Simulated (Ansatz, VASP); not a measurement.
# HfN: VASP beside Ansatz

```
Hf N
1.0
     3.10378    0.00000    0.00000
    -1.55189    2.68795    0.00000
     0.00000    0.00000    2.91279
Hf N
1 1
Direct
  0.00000 0.00000 0.00000
  0.66667 0.33333 0.50000
```

Alike in both runs: task relaxation of cell and atoms; functional PBE; k mesh 6 × 6 × 6; occupations gaussian, width 0.1 eV; no spin polarisation.

```csv
,VASP,Ansatz
version,VASP 6.6.1,Ansatz 0.2.0
potentials or method,"VASP PAW PBE potentials, release 64 (Hf_pv, N), cutoff 600 eV","scalar-relativistic, plane waves, PAW"
valence electrons in the cell,15,31
```

```tsv
	VASP	Ansatz	Ansatz less VASP
gap on the k mesh at the Fermi level, each at its own relaxed structure (eV)	none	none	-
relaxed volume (Å³/atom)	12.01	12.11	+0.105
relaxed cell length with the largest relative difference (Å)	3.095	3.104	+0.0091
```

A gap of «none» marks a metal or a gap that the smearing closes. VASP's potentials hold 15 valence electrons a cell and Ansatz's 31, so a difference there can come from the potentials and not from the codes.

The k mesh is coarse, so the values compare programs but aren't converged. Neither program's run includes spin-orbit coupling.
